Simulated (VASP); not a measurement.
Input of a VASP 6.6.1 run:

File INCAR:

```
SYSTEM = Sb
PREC = Accurate ; ENCUT = 520
EDIFF = 1E-6 ; ISMEAR = -1
SIGMA = 0.05 ; LREAL = .FALSE.
LASPH = .TRUE. ; NELM = 100
ALGO = Normal ; ISIF = 2
LWAVE = .FALSE. ; LCHARG = .FALSE.
GGA = PS ; NBANDS = 12
```

Contents of KPOINTS:

```
regular mesh
0
G
  9 6 6
  0 0 0
```

File POSCAR:

```
Sb
1.0
    3.1430807616      0.0000000000      0.0000000000
    0.0000000000      4.3763103490      0.0000000000
   -0.0391727227      0.0000000000      4.4350306782
Sb
2
Direct
    0.0113890000      0.2500000000      0.2411660000
    0.9886110000      0.7500000000      0.7588340000
```

Potentials or basis: VASP PAW PBE potentials, release 64 (Sb).

Run with:

```console
$ cat potpaw_PBE.64/Sb/POTCAR > POTCAR
$ mpirun -np 1 vasp_std > vasp.out
```

(1) What does it give for the pressure?

(2) What does it give for the band gap on the k mesh?

(3) Predict the largest force.

## Answers

(1) -3.1 GPa.

(2) zero (bands 5 and 6 overlap by 8.14 eV).

(3) 0.035 eV/Å.

Caveat: the cell stands under tension; the PAW data sets were made with another functional, which shifts forces and pressure a little; spin-orbit coupling is left out, which moves the levels of the heavy elements.
